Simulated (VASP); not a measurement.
# InP (e600) (I-4m2) in VASP: further runs

The runs below take InP (e600) through relaxation of the atoms, with PBEsol.

All numbers are computed with VASP 6.6.1; they aren't measurements. Logs are shortened: lines on timing, memory, paths and dates and some standing lists are left out, and cuts for length are marked.

## (1) The cell of the first run

Symmetry: I-4m2, No. 119, tetragonal system. The conventional cell has a = 4.115 Å, b = 4.115 Å, c = 5.914 Å, α = 90.00°, β = 90.00°, γ = 90.00°. In (site symmetry -4m2) has 4 P at 2.53 Å within 3.3 Å. Within 3.3 Å of P (site symmetry -4m2) lie 4 In at 2.53 Å.

## (2) Relaxation of the atoms, PBEsol (strained cell)

File INCAR:

```
SYSTEM = InP
PREC = Accurate
ENCUT = 450
EDIFF = 1E-7
ISMEAR = 0
SIGMA = 0.02
LREAL = .FALSE.
LASPH = .TRUE.
NELM = 120
ALGO = Normal
ISIF = 2
LWAVE = .FALSE.
LCHARG = .FALSE.
GGA = PS
IBRION = 2
NSW = 60
EDIFFG = -0.002
GGA_COMPAT = .FALSE.
NELMIN = 4
```

File KPOINTS:

```
Automatic mesh
0
G
  10 10 10
  0 0 0
```

File POSCAR:

```
InP
1.0
    0.0000000000      2.9097962392      2.9568232491
    2.9097962392      0.0000000000      2.9568232491
    2.9097962392      2.9097962392      0.0000000000
In P
1 1
Direct
    0.0000000000      0.0000000000      0.0000000000
    0.2500000000      0.2500000000      0.2500000000
```

Potentials or basis: VASP PAW PBE potentials, release 64 (In_d, P).

Launch:

```sh
$ cat potpaw_PBE.64/In_d/POTCAR potpaw_PBE.64/P/POTCAR > POTCAR
$ mpirun -np 1 vasp_std > vasp.out
```

OUTCAR:

```text
SYSTEM = InP
   PREC = Accurate
   ENCUT = 450
   EDIFF = 1E-7
   ISMEAR = 0
   LREAL = .FALSE.
   LASPH = .TRUE.
   NELM = 120
   ISIF = 2
   GGA = PS
   IBRION = 2
   NSW = 60
   EDIFFG = -0.002
   NELMIN = 4

 ion  position               nearest neighbor table
   1  0.000  0.000  0.000-   2 2.53   2 2.53   2 2.53   2 2.53
   2  0.250  0.250  0.250-   1 2.53   1 2.53   1 2.53   1 2.53

  LATTYP: Found a body centered tetragonal cell.
 ALAT       =     4.1150733052
 C/A-ratio  =     1.4370695391

  Lattice vectors:

 A1 = (  -2.9097962392,   0.0000000000,   2.9568232491)
 A2 = (   2.9097962392,   0.0000000000,   2.9568232491)
 A3 = (   0.0000000000,   2.9097962392,  -2.9568232491)

Analysis of symmetry for initial positions (statically):
=====================================================================
 Subroutine PRICEL returns:
 Original cell was already a primitive cell.

 Routine SETGRP: Setting up the symmetry group for a
 body centered tetragonal supercell.

 Subroutine GETGRP returns: Found  8 space group operations
 (whereof  8 operations were pure point group operations)
 out of a pool of 16 trial point group operations.

The static configuration has the point symmetry D_2d.

Analysis of symmetry for dynamics (positions and initial velocities):
=====================================================================
 Subroutine PRICEL returns:
 Original cell was already a primitive cell.

 Routine SETGRP: Setting up the symmetry group for a
 body centered tetragonal supercell.

 Subroutine GETGRP returns: Found  8 space group operations
 (whereof  8 operations were pure point group operations)
 out of a pool of 16 trial point group operations.

The dynamic configuration has the point symmetry D_2d.

 Subroutine INISYM returns: Found  8 space group operations
 (whereof  8 operations are pure point group operations),
 and found     1 'primitive' translations

----------------------------------------------------------------------------------------

                                     Primitive cell

  volume of cell :      50.0703

  direct lattice vectors                    reciprocal lattice vectors
     0.000000000  2.909796239  2.956823249    -0.171833338  0.171833338  0.169100402
     2.909796239  0.000000000  2.956823249     0.171833338 -0.171833338  0.169100402
     2.909796239  2.909796239  0.000000000     0.171833338  0.171833338 -0.169100402

  length of vectors
     4.148459700  4.148459700  4.115073305     0.296054620  0.296054620  0.296054620

  position of ions in fractional coordinates (direct lattice)
     0.000000000  0.000000000  0.000000000
     0.250000000  0.250000000  0.250000000

  ion indices of the primitive-cell ions
   primitive index   ion index
                 1           1
                 2           2

----------------------------------------------------------------------------------------

 KPOINTS: Automatic mesh

Automatic generation of k-mesh.
 Grid dimensions read from file:
 generate k-points for:   10   10   10

 Generating k-lattice:

  Cartesian coordinates                     Fractional coordinates (reciprocal lattice)
    -0.017183334  0.017183334  0.016910040     0.100000000  0.000000000  0.000000000
     0.017183334 -0.017183334  0.016910040     0.000000000  0.100000000  0.000000000
     0.017183334  0.017183334 -0.016910040     0.000000000  0.000000000  0.100000000

  Length of vectors
     0.029605462  0.029605462  0.029605462

  Shift w.r.t. Gamma in fractional coordinates (k-lattice)
     0.000000000  0.000000000  0.000000000

 Subroutine IBZKPT returns following result:
 ===========================================

 Found    102 irreducible k-points:

 Following reciprocal coordinates:
            Coordinates               Weight
  0.000000  0.000000  0.000000      1.000000
  0.100000 -0.000000  0.000000      8.000000
  0.200000 -0.000000  0.000000      8.000000
  0.300000  0.000000  0.000000      8.000000
  0.400000 -0.000000  0.000000      8.000000
  0.500000 -0.000000  0.000000      4.000000
[... 16 lines left out ...]
  0.300000  0.300000  0.000000      2.000000
  0.400000  0.300000  0.000000      8.000000
 [... further k-points ...]
   k-points           NKPTS =    102   k-points in BZ     NKDIM =    102   number of bands    NBANDS=     13
   number of dos      NEDOS =    301   number of ions     NIONS =      2
   total plane-waves  NPLWV =  25200
   dimension x,y,z NGX =    30 NGY =   30 NGZ =   28
   dimension x,y,z NGXF=    60 NGYF=   60 NGZF=   56
   ions per type =               1   1
   NGX,Y,Z   is equivalent  to a cutoff of  12.02, 12.02, 11.31 a.u.
   NGXF,Y,Z  is equivalent  to a cutoff of  24.04, 24.04, 22.62 a.u.
 SYSTEM =  InP
   PREC   = accura    normal or accurate (medium, high low for compatibility)
   ISTART =      0    job   : 0-new  1-cont  2-samecut
   ICHARG =      2    charge: 1-file 2-atom 10-const
   ISPIN  =      1    spin polarized calculation?
   LNONCOLLINEAR =      F non collinear calculations
   LSORBIT =      F    spin-orbit coupling
   LASPH  =      T    aspherical Exc in radial PAW
   ENCUT  =  450.0 eV  33.07 Ry    5.75 a.u.   7.18  7.18  7.12*2*pi/ulx,y,z
   NELM   =    120;   NELMIN=  4; NELMDL= -5     # of ELM steps
   EDIFF  = 0.1E-06   stopping-criterion for ELM
   LREAL  =      F    real-space projection
   EDIFFG = -.2E-02   stopping-criterion for IOM
   NSW    =     60    number of steps for IOM
   IBRION =      2    ionic relax: 0-MD 1-quasi-New 2-CG
   NFREE  =      1    steps in history (QN), initial steepest desc. (CG)
   ISIF   =      2    stress and relaxation
   ISYM   =      2    0-nonsym 1-usesym 2-fastsym
   POTIM  = 0.5000    time-step for ionic-motion
   TEBEG  =    0.0;   TEEND  =   0.0 temperature during run
   PSTRESS=    0.0 pullay stress
   NELECT =      18.0000    total number of electrons
   NUPDOWN=      -1.0000    fix difference up-down
   EMIN   =  10.00;   EMAX   =-10.00  energy-range for DOS
   EFERMI =   0.00;   METHOD = LEGACY
   ISMEAR =     0;   SIGMA  =   0.02  broadening in eV -4-tet -1-fermi 0-gaus
   EFERMI_NEDOS =   21; number of points for ismear=-14 and -15
   IALGO  =     38    algorithm
   IMIX   =      4    mixing-type and parameters
     AMIX     =   0.40;   BMIX     =  1.00
     AMIX_MAG =   1.60;   BMIX_MAG =  1.00
  volume/ion in A,a.u.               =      25.04       168.95
  Fermi-wavevector in a.u.,A,eV,Ry     =   1.164051  2.199738 18.436108  1.355016
  Thomas-Fermi vector in A             =   2.300594
   LORBIT       =      0    0 simple, 1 ext, 2 COOP (PROOUT), +10 PAW based schemes
   GGA     = PS    functional components
   LHFCALC =     F    Hartree Fock is set to
   AEXX    =    0.0000 exact exchange contribution
   IVDW    =     0    specifies the selected vdW correction
   LEPSILON=     F    determine dielectric tensor
   LRPA    =     F    only Hartree local field effects (RPA)
 conjugate gradient relaxation of ions
 non-spin polarized calculation
 Gauss-broadening in eV      SIGMA  =   0.02
  energy-cutoff  :      450.00
  volume of cell :       50.07
 maximum number of plane-waves:      1099
 NGX is ok and might be reduce to    30
   NGX = 15   NGY = 15   NGZ = 15

 number of electron      17.9999999 magnetization

 Free energy of the ion-electron system (eV)
  ---------------------------------------------------
  ext. energy  EPLUGINS =         0.00000000
  ---------------------------------------------------
  free energy    TOTEN  =        -9.15335561 eV

  energy without entropy =       -9.15335561  energy(sigma->0) =       -9.15335561

 E-fermi :   5.3087     XC(G=0):  -9.5026

 val. band max:        5.1748503754   @ k =   0.0000   0.0000   0.0000
 cond. band min:       5.7909335602   @ k =   0.0000   0.0000   0.0000
 fundamental gap:      0.6160831848
 Fermi energy:         5.3087340526

 k-point     1 :       0.0000    0.0000    0.0000
  band No.  band energies     occupation
      1      -9.0159      2.00000
      2      -9.0089      2.00000
      3      -9.0089      2.00000
      4      -8.8546      2.00000
      5      -8.8535      2.00000
      6      -6.4349      2.00000
      7       5.0963      2.00000
      8       5.1748      2.00000
      9       5.1749      2.00000
     10       5.7909      0.00000
     11       9.1586      0.00000
     12       9.1586      0.00000
     13       9.1825      0.00000

 k-point     2 :       0.1000   -0.0000    0.0000
  band No.  band energies     occupation
      1      -9.0249      2.00000
      2      -9.0079      2.00000
      3      -9.0039      2.00000
      4      -8.8549      2.00000
      5      -8.8534      2.00000
      6      -6.3179      2.00000
      7       3.9588      2.00000
      8       4.9919      2.00000
      9       5.0503      2.00000
     10       6.5960      0.00000
     11       9.2190      0.00000
     12       9.3523      0.00000
     13       9.3713      0.00000

 k-point     3 :       0.2000   -0.0000    0.0000
  band No.  band energies     occupation
      1      -9.0573      2.00000
      2      -8.9959      2.00000
      3      -8.9917      2.00000
      4      -8.8543      2.00000
      5      -8.8517      2.00000
      6      -5.9815      2.00000
      7       2.4077      2.00000
      8       4.6951      2.00000
      9       4.7692      2.00000
     10       6.9127      0.00000
     11       9.7031      0.00000
     12       9.7464      0.00000
     13       9.8807      0.00000

 k-point     4 :       0.3000    0.0000    0.0000
  band No.  band energies     occupation
      1      -9.0955      2.00000
      2      -8.9833      2.00000
      3      -8.9791      2.00000
      4      -8.8510      2.00000
      5      -8.8468      2.00000
      6      -5.4767      2.00000
      7       0.9439      2.00000
      8       4.3907      2.00000
      9       4.4816      2.00000
     10       6.7787      0.00000
     11       9.9048      0.00000
     12       9.9782      0.00000
     13      10.9714      0.00000

 k-point     5 :       0.4000   -0.0000    0.0000
  band No.  band energies     occupation
      1      -9.1249      2.00000
      2      -8.9756      2.00000
      3      -8.9713      2.00000
      4      -8.8458      2.00000
      5      -8.8402      2.00000
      6      -4.9353      2.00000
      7      -0.2041      2.00000
      8       4.1776      2.00000
      9       4.2808      2.00000
     10       6.6188      0.00000
     11       9.8738      0.00000
     12       9.9754      0.00000
     13      11.8715      0.00000
[... 257 lines left out ...]
 k-point    22 :      -0.2000    0.2000    0.0000
  band No.  band energies     occupation
      1      -9.1061      2.00000
      2      -8.9736      2.00000
      3      -8.9708      2.00000
      4      -8.8612      2.00000
      5      -8.8436      2.00000
      6      -5.2988      2.00000
      7       1.0667      2.00000
      8       2.8522      2.00000
      9       4.5324      2.00000
     10       8.0391      0.00000
     11       9.8209      0.00000
     12      10.2120      0.00000
     13      10.2526      0.00000

 k-point    23 :       0.3000    0.3000    0.0000
  band No.  band energies     occupation
      1      -9.1467      2.00000
      2      -8.9404      2.00000
      3      -8.9404      2.00000
      4      -8.8847      2.00000
      5      -8.8323      2.00000
      6      -5.1817      2.00000
      7       1.0208      2.00000
      8       3.4387      2.00000
      9       3.4387      2.00000
     10       7.2961      0.00000
     11       8.1026      0.00000
     12      12.2194      0.00000
     13      12.2325      0.00000

 k-point    24 :       0.4000    0.3000    0.0000
  band No.  band energies     occupation
      1      -9.1661      2.00000
      2      -8.9317      2.00000
      3      -8.9277      2.00000
      4      -8.8880      2.00000
      5      -8.8289      2.00000
      6      -4.7559      2.00000
      7       0.2990      2.00000
      8       2.9415      2.00000
      9       3.2395      2.00000
     10       7.3534      0.00000
     11       8.1629      0.00000
     12      11.9056      0.00000
     13      12.6431      0.00000

 [... further k-points ...]
[... 5 lines left out ...]
  --------------------------------------------------------------------------------------
  -------------------------------------------------------------------------------------
  Total        0.3820844      0.3820844      0.1673858      0.0000000      0.0000000      0.0000000
  in kB       12.2261414     12.2261414      5.3561001      0.0000000      0.0000000      0.0000000
  external PRESSURE =       9.9361276 kB  Pullay stress =       0.0000000 kB

 VOLUME and BASIS-vectors are now :
 -----------------------------------------------------------------------------
  energy-cutoff  :      450.00
  volume of cell :       50.07
      direct lattice vectors                 reciprocal lattice vectors
     0.000000000  2.909796239  2.956823249    -0.171833338  0.171833338  0.169100402
     2.909796239  0.000000000  2.956823249     0.171833338 -0.171833338  0.169100402
     2.909796239  2.909796239  0.000000000     0.171833338  0.171833338 -0.169100402

 POSITION                                       TOTAL-FORCE (eV/Angst)
 -----------------------------------------------------------------------------------
      0.00000      0.00000      0.00000        -0.000000     -0.000000      0.000000
      1.45490      1.45490      1.47841         0.000000      0.000000     -0.000000
 -----------------------------------------------------------------------------------
    total drift:                               -0.000000     -0.000000      0.000012

  FREE ENERGIE OF THE ION-ELECTRON SYSTEM (eV)
  ---------------------------------------------------
  free  energy   TOTEN  =        -9.1533556109 eV

  energy  without entropy=       -9.1533556109  energy(sigma->0) =       -9.15335561

 reached required accuracy - stopping structural energy minimisation
```

Wall time 1.8 min (1 thread of AMD EPYC 7R13, shared host); peak memory 0.17 GiB.

Results:

```
Free energy             : -9.1534 eV
Pressure after relaxing : 1.0 GPa
Band gap on the k mesh  : 0.62 eV, direct
```

Stress tensor (GPa, compression positive):
```
1.22 0.00 0.00
0.00 1.22 0.00
0.00 0.00 0.54
```

Final structure:
```
In P
1.0
     0.00000    2.90980    2.95682
     2.90980    0.00000    2.95682
     2.90980    2.90980    0.00000
In P
1 1
Direct
  0.00000 0.00000 0.00000
  0.25000 0.25000 0.25000
```

Caveat: the cell differs from its parent crystal (strained cell); the relaxation stopped at its first step, so nothing moved; the PAW data sets were made with another functional, which shifts forces and pressure a little; spin-orbit coupling is left out, which moves the levels of the heavy elements.

## (3) Relaxation of the atoms, PBEsol (strained cell)

File INCAR:

```
ALGO = Normal
EDIFF = 1E-7
EDIFFG = -0.002
ENCUT = 450
GGA = PS
GGA_COMPAT = False
IBRION = 2
ISIF = 2
ISMEAR = 0
LASPH = True
LCHARG = False
LREAL = False
LWAVE = False
NELM = 120
NELMIN = 4
NSW = 60
PREC = Accurate
SIGMA = 0.02
```

File KPOINTS:

```
k-points
0
Gamma
  10 10 10
```

File POSCAR:

```
InP
1.0
    0.0000000000      2.9097962392      2.9666632579
    2.9097962392      0.0000000000      2.9666632579
    2.9097962392      2.9097962392      0.0000000000
In P
1 1
Direct
    0.0000000000      0.0000000000      0.0000000000
    0.2500000000      0.2500000000      0.2500000000
```

Potentials or basis: VASP PAW PBE potentials, release 64 (In_d, P).

Launch:

```sh
$ cat potpaw_PBE.64/In_d/POTCAR potpaw_PBE.64/P/POTCAR > POTCAR
$ mpirun -np 1 vasp_std > vasp.out
```

It took 98 s on 1 thread of AMD EPYC 7R13, shared host; peak memory 0.17 GiB.

It converged, with:

```
Free energy             : -9.1537 eV
Pressure after relaxing : 0.8 GPa
Band gap on the k mesh  : 0.59 eV, direct
```

Stress tensor (GPa, compression positive):
```
1.04 0.00 0.00
0.00 1.04 0.00
0.00 0.00 0.20
```

Final structure:
```
In P
1.0
     0.00000    2.90980    2.96666
     2.90980    0.00000    2.96666
     2.90980    2.90980    0.00000
In P
1 1
Direct
  0.00000 0.00000 0.00000
  0.25000 0.25000 0.25000
```

Levels at points of the mesh, in eV from the valence-band top:
| k point | band 7 | band 8 | band 9 | band 10 | band 11 | band 12 |
| --- | --- | --- | --- | --- | --- | --- |
| (0.00, 0.00, 0.00) | -0.10 | 0.00 | 0.00 | 0.59 | 3.98 | 3.98 |
| (0.50, 0.00, 0.00) | -5.84 | -1.08 | -0.95 | 1.37 | 4.64 | 4.77 |
| (0.50, 0.50, 0.00) | -5.94 | -2.32 | -2.32 | 1.67 | 2.25 | 8.95 |
| (0.50, 0.00, 0.50) | -5.81 | -2.43 | -2.42 | 1.56 | 2.08 | 9.13 |

Caveat: the cell differs from its parent crystal (strained cell); the relaxation stopped at its first step, so nothing moved; the PAW data sets were made with another functional, which shifts forces and pressure a little; spin-orbit coupling is left out, which moves the levels of the heavy elements.

## (4) Relaxation of the atoms, PBEsol (strained cell)

File INCAR:

```
  ALGO = Normal
  EDIFF = 1E-7
  EDIFFG = -0.002
  ENCUT = 450
  GGA = PS
  GGA_COMPAT = F
  IBRION = 2
  ISIF = 2
  ISMEAR = 0
  LASPH = T
  LCHARG = F
  LREAL = F
  LWAVE = F
  NELM = 120
  NELMIN = 4
  NSW = 60
  PREC = Accurate
  SIGMA = 0.02
```

KPOINTS is that of step 3.

File POSCAR:

```
InP
1.0
    0.0000000000      2.9097962392      2.9714458821
    2.9097962392      0.0000000000      2.9714458821
    2.9097962392      2.9097962392      0.0000000000
In P
1 1
Direct
    0.0000000000      0.0000000000      0.0000000000
    0.2500000000      0.2500000000      0.2500000000
```

Launch:

```sh
$ cat potpaw_PBE.64/In_d/POTCAR potpaw_PBE.64/P/POTCAR > POTCAR
$ mpirun -np 1 vasp_std > vasp.out
```

It took 38 s on 1 thread of AMD EPYC 7R13 (Zen 3), shared host; peak memory 0.17 GiB.

It converged, with:

| Property | Result |
| --- | --- |
| Free energy | -9.1538 eV |
| Pressure after relaxing | 0.6 GPa |
| Band gap on the k mesh | 0.58 eV, direct |

Stress tensor (GPa, compression positive):
```
0.94 0.00 0.00
0.00 0.94 0.00
0.00 0.00 0.03
```

Final structure:
```
CELL_PARAMETERS angstrom
0.00000 2.90980 2.97145
2.90980 0.00000 2.97145
2.90980 2.90980 0.00000
ATOMIC_POSITIONS crystal
In 0.00000 0.00000 0.00000
P 0.25000 0.25000 0.25000
```

Levels at points of the mesh, in eV from the valence-band top:
```tsv
k point	band 6	band 7	band 8	band 9	band 10	band 11	band 12	band 13
(0.00, 0.00, 0.00)	-11.58	-0.10	0.00	0.00	0.58	3.97	3.97	4.01
(0.50, 0.00, 0.00)	-9.83	-5.84	-1.09	-0.95	1.36	4.64	4.78	6.92
(0.50, 0.50, 0.00)	-9.22	-5.94	-2.31	-2.31	1.68	2.26	8.93	9.51
(0.50, 0.00, 0.50)	-9.14	-5.81	-2.43	-2.42	1.56	2.07	9.12	9.41
```

Caveat: the cell differs from its parent crystal (strained cell); the relaxation stopped at its first step, so nothing moved; the PAW data sets were made with another functional, which shifts forces and pressure a little; spin-orbit coupling is left out, which moves the levels of the heavy elements.

## (5) Overview

```csv
cell,gap on the mesh (eV),pressure (GPa)
"atoms relaxed from a = 4.148, b = 4.148, c = 4.115 Å, angles 60.3, 60.3, 59.5°, 2 atoms",0.62,1.0
"atoms relaxed from a = 4.155, b = 4.155, c = 4.115 Å, angles 60.3, 60.3, 59.4°, 2 atoms",0.59,0.8
"atoms relaxed from a = 4.159, b = 4.159, c = 4.115 Å, angles 60.3, 60.3, 59.3°, 2 atoms",0.58,0.6
```

Alike in all rows: task relaxation of the atoms; level PBEsol; potentials or basis VASP PAW PBE potentials, release 64 (In_d, P); no spin polarisation; k mesh 10 × 10 × 10; cutoff (eV) 450; smearing gaussian 0.02 eV.

Caveats: the relaxation stopped at its first step, so nothing moved; the PAW data sets were made with another functional, which shifts forces and pressure a little; spin-orbit coupling is left out, which moves the levels of the heavy elements.

Absolute energies hang on the potentials; compare differences alone.
